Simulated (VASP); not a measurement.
# Cu (Fm-3m) in VASP: further runs, part 2 of 2

VASP 6.6.1. Earlier steps stand in the parts before.

## Step 3: Relaxation of cell and atoms, PBE

File INCAR:

```
SYSTEM = Cu
ALGO = Normal ; EDIFF = 1E-7
EDIFFG = -0.005 ; ENCUT = 600
GGA = PE ; GGA_COMPAT = .FALSE.
IBRION = 2 ; ISIF = 3
ISMEAR = -1 ; LASPH = .TRUE.
LCHARG = .FALSE. ; LREAL = .FALSE.
LWAVE = .FALSE. ; NELM = 120
NELMIN = 4 ; NSW = 60
PREC = Accurate ; SIGMA = 0.1
```

File KPOINTS:

```
k-points
0
G
  19 19 19
  0 0 0
```

File POSCAR:

```
Cu
1.0
    0.0000000000      1.8145933008      1.8145933008
    1.8145933008      0.0000000000      1.8145933008
    1.8145933008      1.8145933008      0.0000000000
Cu
1
Direct
    0.0000000000      0.0000000000      0.0000000000
```

Potentials or basis: VASP PAW PBE potentials, release 64 (Cu).

Started as:

```
> cat potpaw_PBE.64/Cu/POTCAR > POTCAR
> mpirun -np 1 vasp_std > vasp.out
```

OUTCAR:

```text
SYSTEM = Cu
   EDIFF = 1E-7
   EDIFFG = -0.005
   ENCUT = 600
   GGA = PE
   IBRION = 2
   ISIF = 3
   ISMEAR = -1
   LASPH = .TRUE.
   LREAL = .FALSE.
   NELM = 120
   NELMIN = 4
   NSW = 60
   PREC = Accurate

 ion  position               nearest neighbor table
   1  0.000  0.000  0.000-

  LATTYP: Found a face centered cubic cell.
 ALAT       =     3.6291866016

  Lattice vectors:

 A1 = (   0.0000000000,   1.8145933008,   1.8145933008)
 A2 = (   1.8145933008,   0.0000000000,   1.8145933008)
 A3 = (   1.8145933008,   1.8145933008,   0.0000000000)

Analysis of symmetry for initial positions (statically):
=====================================================================
 Subroutine PRICEL returns:
 Original cell was already a primitive cell.

 Routine SETGRP: Setting up the symmetry group for a
 face centered cubic supercell.

 Subroutine GETGRP returns: Found 48 space group operations
 (whereof 48 operations were pure point group operations)
 out of a pool of 48 trial point group operations.

The static configuration has the point symmetry O_h .

Analysis of symmetry for dynamics (positions and initial velocities):
=====================================================================
 Subroutine PRICEL returns:
 Original cell was already a primitive cell.

 Routine SETGRP: Setting up the symmetry group for a
 face centered cubic supercell.

 Subroutine GETGRP returns: Found 48 space group operations
 (whereof 48 operations were pure point group operations)
 out of a pool of 48 trial point group operations.

The dynamic configuration has the point symmetry O_h .

 Subroutine INISYM returns: Found 48 space group operations
 (whereof 48 operations are pure point group operations),
 and found     1 'primitive' translations

----------------------------------------------------------------------------------------

                                     Primitive cell

  volume of cell :      11.9500

  direct lattice vectors                    reciprocal lattice vectors
     0.000000000  1.814593301  1.814593301    -0.275543837  0.275543837  0.275543837
     1.814593301  0.000000000  1.814593301     0.275543837 -0.275543837  0.275543837
     1.814593301  1.814593301  0.000000000     0.275543837  0.275543837 -0.275543837

  length of vectors
     2.566222456  2.566222456  2.566222456     0.477255925  0.477255925  0.477255925

  position of ions in fractional coordinates (direct lattice)
     0.000000000  0.000000000  0.000000000

  ion indices of the primitive-cell ions
   primitive index   ion index
                 1           1

----------------------------------------------------------------------------------------

 KPOINTS: k-points

Automatic generation of k-mesh.
 Grid dimensions read from file:
 generate k-points for:   19   19   19

 Generating k-lattice:

  Cartesian coordinates                     Fractional coordinates (reciprocal lattice)
    -0.014502307  0.014502307  0.014502307     0.052631579  0.000000000  0.000000000
     0.014502307 -0.014502307  0.014502307     0.000000000  0.052631579  0.000000000
     0.014502307  0.014502307 -0.014502307     0.000000000  0.000000000  0.052631579

  Length of vectors
     0.025118733  0.025118733  0.025118733

  Shift w.r.t. Gamma in fractional coordinates (k-lattice)
[... 36 lines left out ...]
   total plane-waves  NPLWV =  13824
   dimension x,y,z NGX =    24 NGY =   24 NGZ =   24
   dimension x,y,z NGXF=    48 NGYF=   48 NGZF=   48
   ions per type =               1
   NGX,Y,Z   is equivalent  to a cutoff of  15.55, 15.55, 15.55 a.u.
   NGXF,Y,Z  is equivalent  to a cutoff of  31.10, 31.10, 31.10 a.u.
 SYSTEM =  Cu
   PREC   = accura    normal or accurate (medium, high low for compatibility)
   ISTART =      0    job   : 0-new  1-cont  2-samecut
   ICHARG =      2    charge: 1-file 2-atom 10-const
   ISPIN  =      1    spin polarized calculation?
   LNONCOLLINEAR =      F non collinear calculations
   LSORBIT =      F    spin-orbit coupling
   LASPH  =      T    aspherical Exc in radial PAW
   ENCUT  =  600.0 eV  44.10 Ry    6.64 a.u.   5.13  5.13  5.13*2*pi/ulx,y,z
   NELM   =    120;   NELMIN=  4; NELMDL= -5     # of ELM steps
   EDIFF  = 0.1E-06   stopping-criterion for ELM
   LREAL  =      F    real-space projection
   EDIFFG = -.5E-02   stopping-criterion for IOM
   NSW    =     60    number of steps for IOM
   IBRION =      2    ionic relax: 0-MD 1-quasi-New 2-CG
   NFREE  =      1    steps in history (QN), initial steepest desc. (CG)
   ISIF   =      3    stress and relaxation
   ISYM   =      2    0-nonsym 1-usesym 2-fastsym
   POTIM  = 0.5000    time-step for ionic-motion
   TEBEG  =    0.0;   TEEND  =   0.0 temperature during run
   PSTRESS=    0.0 pullay stress
   NELECT =      11.0000    total number of electrons
   NUPDOWN=      -1.0000    fix difference up-down
   EMIN   =  10.00;   EMAX   =-10.00  energy-range for DOS
   EFERMI =   0.00;   METHOD = LEGACY
   ISMEAR =    -1;   SIGMA  =   0.10  broadening in eV -4-tet -1-fermi 0-gaus
   EFERMI_NEDOS =   21; number of points for ismear=-14 and -15
   IALGO  =     38    algorithm
   IMIX   =      4    mixing-type and parameters
     AMIX     =   0.40;   BMIX     =  1.00
     AMIX_MAG =   1.60;   BMIX_MAG =  1.00
  volume/ion in A,a.u.               =      11.95        80.64
  Fermi-wavevector in a.u.,A,eV,Ry     =   1.592513  3.009414 34.505720  2.536099
  Thomas-Fermi vector in A             =   2.690887
   LORBIT       =      0    0 simple, 1 ext, 2 COOP (PROOUT), +10 PAW based schemes
   GGA     = PE    functional components
   LHFCALC =     F    Hartree Fock is set to
   AEXX    =    0.0000 exact exchange contribution
   IVDW    =     0    specifies the selected vdW correction
   LEPSILON=     F    determine dielectric tensor
   LRPA    =     F    only Hartree local field effects (RPA)
 conjugate gradient relaxation of ions
 non-spin polarized calculation
  energy-cutoff  :      600.00
  volume of cell :       11.95
 maximum number of plane-waves:       415
 NGX is ok and might be reduce to    24
   NGX = 11   NGY = 11   NGZ = 11

--------------------------------------- Ionic step        1  -------------------------------------------

 number of electron      10.9999998 magnetization

 Free energy of the ion-electron system (eV)
  ---------------------------------------------------
  ext. energy  EPLUGINS =         0.00000000
  ---------------------------------------------------
  free energy    TOTEN  =        -3.73173381 eV

  energy without entropy =       -3.72062683  energy(sigma->0) =       -3.72618032

------------------------ aborting loop because EDIFF is reached ----------------------------------------

  FORCE on cell =-STRESS in cart. coord.  units (eV):
  Direction    XX          YY          ZZ          XY          YZ          ZX
  --------------------------------------------------------------------------------------
  -------------------------------------------------------------------------------------
  Total        0.0476165      0.0476165      0.0476165      0.0000000      0.0000000     -0.0000000
  in kB        6.3841004      6.3841004      6.3841004      0.0000000      0.0000000     -0.0000000
  external PRESSURE =       6.3841004 kB  Pullay stress =       0.0000000 kB
[... 57 lines left out ...]
--------------------------------------- Ionic step        3  -------------------------------------------

 number of electron      10.9999998 magnetization

 Free energy of the ion-electron system (eV)
  ---------------------------------------------------
  ext. energy  EPLUGINS =         0.00000000
  ---------------------------------------------------
  free energy    TOTEN  =        -3.73183815 eV

  energy without entropy =       -3.72068371  energy(sigma->0) =       -3.72626093

 E-fermi :   7.4214     XC(G=0): -12.6328

 val. band max:        7.4143955617   @ k =   0.4211   0.4211   0.0000
 cond. band min:       7.4398862249   @ k =  -0.3684   0.1579   0.0526
 fundamental gap:      0.0254906633
 Fermi energy:         7.4214361700

 k-point     1 :       0.0000    0.0000    0.0000
  band No.  band energies     occupation
      1      -1.8426      2.00000
      2       4.4027      2.00000
      3       4.4027      2.00000
      4       4.4027      2.00000
      5       5.2038      2.00000
      6       5.2038      2.00000
      7      29.8501      0.00000
      8      32.3687      0.00000
      9      32.3687      0.00000
[... 265 lines left out ...]
 k-point    24 :      -0.2632    0.0526    0.0000
  band No.  band energies     occupation
      1       0.8033      2.00000
      2       4.1448      2.00000
      3       4.5247      2.00000
      4       4.5619      2.00000
      5       5.2585      2.00000
      6       5.4969      2.00000
      7      18.3127      0.00000
      8      27.0692      0.00000
      9      30.3509      0.00000

 [... further k-points ...]
[... 5 lines left out ...]
  --------------------------------------------------------------------------------------
  -------------------------------------------------------------------------------------
  Total        0.0018848      0.0018848      0.0018848     -0.0000000      0.0000000     -0.0000000
  in kB        0.2515771      0.2515771      0.2515771     -0.0000000      0.0000000     -0.0000000
  external PRESSURE =       0.2515771 kB  Pullay stress =       0.0000000 kB
[... 16 lines left out ...]
  FREE ENERGIE OF THE ION-ELECTRON SYSTEM (eV)
  ---------------------------------------------------
  free  energy   TOTEN  =        -3.7318381510 eV

  energy  without entropy=       -3.7206837104  energy(sigma->0) =       -3.72626093

 reached required accuracy - stopping structural energy minimisation
```

OSZICAR:

```text
N       E                     dE             d eps       ncg     rms          rms(c)
DAV:   1     0.395292779671E+02    0.39529E+02   -0.62980E+03  4073   0.229E+03
[... 22 lines left out ...]
DAV:   1    -0.373326921999E+01   -0.14603E-02   -0.27432E-02  4162   0.431E+00    0.315E-01
DAV:   2    -0.373237159219E+01    0.89763E-03   -0.23014E-02  4153   0.348E+00    0.135E-01
DAV:   3    -0.373187593794E+01    0.49565E-03   -0.38482E-03  4112   0.146E+00    0.440E-02
DAV:   4    -0.373183861688E+01    0.37321E-04   -0.47781E-05  5376   0.869E-02    0.131E-03
DAV:   5    -0.373183847699E+01    0.13989E-06   -0.21624E-07  3384   0.671E-03    0.151E-03
DAV:   6    -0.373183814530E+01    0.33169E-06   -0.11619E-07  2180   0.738E-03    0.135E-04
DAV:   7    -0.373183815098E+01   -0.56789E-08   -0.53283E-09  2031   0.153E-03
   3 F= -.37318382E+01 E0= -.37262609E+01  d E =-.104344E-03
```

CONTCAR:

```text
Cu
   1.00000000000000
    -0.0000000000000000    1.8172920168235485    1.8172920168235485
     1.8172920168235485    0.0000000000000000    1.8172920168235485
     1.8172920168235485    1.8172920168235485    0.0000000000000000
  Cu
     1
Direct
     0.0000000000000000    0.0000000000000000    0.0000000000000000

  0.00000000E+00  0.00000000E+00  0.00000000E+00
```

It took 35 s on 1 thread of Intel Xeon Platinum 8488C (Sapphire Rapids), shared host; peak memory 0.16 GiB.

Results:

- Free energy: -3.7318 eV
- Relaxed volume: 12.00 Å³/atom
- Relaxed cell: a = 2.570 Å, b = 2.570 Å, c = 2.570 Å, α = 60.00°, β = 60.00°, γ = 60.00°
- Space group after relaxing (to 0.05 Å): Fm-3m (No. 225)
- Energy gained by relaxing: 0.1 meV/atom
- Ionic steps: 3
- Pressure after relaxing: 0.0 GPa

The path:
```csv
step,energy change (eV),largest force (eV/Å),pressure (GPa),volume (Å³)
1,0.0000,0.0000,0.64,11.95
2,-0.0001,0.0000,-0.32,12.03
3,-0.0001,0.0000,0.03,12.00
```

Final structure:
```yaml
crystal:
  lattice:
    - [0.00000, 1.81729, 1.81729]
    - [1.81729, 0.00000, 1.81729]
    - [1.81729, 1.81729, 0.00000]
  atoms:
    - { symbol: Cu, position: [0.00000, 0.00000, 0.00000] }
```

Levels at points of the mesh, in eV from the Fermi level:
| k point | band 2 | band 3 | band 4 | band 5 | band 6 | band 7 | band 8 | band 9 |
| --- | --- | --- | --- | --- | --- | --- | --- | --- |
| (0.00, 0.00, 0.00) | -3.02 | -3.02 | -3.02 | -2.22 | -2.22 | 22.43 | 24.95 | 24.95 |
